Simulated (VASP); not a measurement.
Input of a VASP 6.6.1 run:

INCAR

```
ALGO = Normal
EDIFF = 1E-7
ENCUT = 520
GGA = PE
ISIF = 2
ISMEAR = 0
LASPH = True
LCHARG = True
LELF = True
LREAL = Auto
LVHAR = True
LWAVE = False
NBANDS = 83
NELM = 80
PREC = Accurate
SIGMA = 0.02
```

KPOINTS

```
Automatic mesh
0
Gamma
  2 2 2
  0.5 0.5 0.5
```

The input POSCAR:

```
Si
1.0
   -5.4700937627     -5.4700937627      5.4700937627
    5.4700937627     -5.4700937627     -5.4700937627
    5.4700937627      5.4700937627      5.4700937627
Si
31
Direct
    0.2500000000      0.7500000000      0.5085675314
    0.0020063278      0.7500000000     -0.0021364721
    0.4978635279      0.5020063278      0.7500000000
    0.2500000000      0.5020063278     -0.0021364721
    0.0021364721      0.5021364721      0.2541427999
    0.7500000000      0.7500000000      0.2500000000
    0.4978635279      0.7500000000      0.5020063278
    0.0020063278     -0.0021364721      0.7500000000
    0.7500000000      0.2500000000      0.7500000000
    0.4979936722      0.2458572001     -0.0020063278
    0.2500000000      0.2500000000      0.2500000000
    0.0021364721      0.2541427999      0.5021364721
    0.7541427999      0.5021364721      0.5021364721
    0.7458572001     -0.0020063278     -0.0020063278
    0.4979936722     -0.0020063278      0.2458572001
    0.2500000000     -0.0021364721      0.5020063278
    0.0085675314      0.7500000000      0.7500000000
    0.5012012979      0.5010805217      0.5010805217
    0.2500000000      0.5085675314      0.7500000000
    0.0010805217      0.5010805217      0.0012012979
    0.7501207761      0.7500000000     -0.0010805217
    0.4989194783      0.7500000000      0.2501207761
    0.0010805217      0.0012012979      0.5010805217
    0.7498792239      0.2498792239      0.4987987021
    0.4989194783      0.2501207761      0.7500000000
    0.2500000000      0.2501207761     -0.0010805217
   -0.0012012979      0.2498792239      0.2498792239
    0.7498792239      0.4987987021      0.2498792239
    0.7501207761     -0.0010805217      0.7500000000
    0.4914324686     -0.0085675314     -0.0085675314
    0.2500000000     -0.0010805217      0.2501207761
```

Potentials or basis: VASP PAW PBE potentials, release 64 (Si).

Run with:

```console
$ cat potpaw_PBE.64/Si/POTCAR > POTCAR
$ mpirun -np 1 vasp_std > vasp.out
```

Problem. Estimate the band gap on the k mesh.

Solution. Zero (bands 62 and 63 overlap by 0.15 eV).

Problem. Estimate the largest force.

Solution. 0.016 eV/Å.

Forces in eV/Å, atoms in the order of the input:
```
Si   0.004  0.004  0.004
Si   0.010  0.010  0.007
Si  -0.010 -0.007  0.010
Si   0.007  0.010  0.010
Si  -0.010  0.007 -0.010
Si   0.000  0.000  0.000
Si  -0.010 -0.010  0.007
Si   0.010 -0.007 -0.010
Si   0.000  0.000  0.000
Si   0.010 -0.010 -0.007
Si   0.000  0.000  0.000
Si  -0.010  0.010 -0.007
Si  -0.007  0.010 -0.010
Si  -0.007 -0.010  0.010
Si   0.010  0.007  0.010
Si   0.007 -0.010 -0.010
Si  -0.004 -0.004  0.004
Si  -0.006 -0.003  0.003
Si   0.004 -0.004 -0.004
Si   0.003  0.006  0.003
Si  -0.003 -0.003  0.006
Si   0.003  0.003  0.006
Si   0.003 -0.003 -0.006
Si  -0.003  0.006 -0.003
Si   0.003 -0.006 -0.003
Si   0.006 -0.003 -0.003
Si  -0.006  0.003 -0.003
Si  -0.003  0.003 -0.006
Si  -0.003 -0.006  0.003
Si  -0.004  0.004 -0.004
Si   0.006  0.003  0.003
```

Caveat: the k points lie up to 0.41 Å⁻¹ apart; the cell differs from its parent crystal (atoms taken out, then relaxed in part).
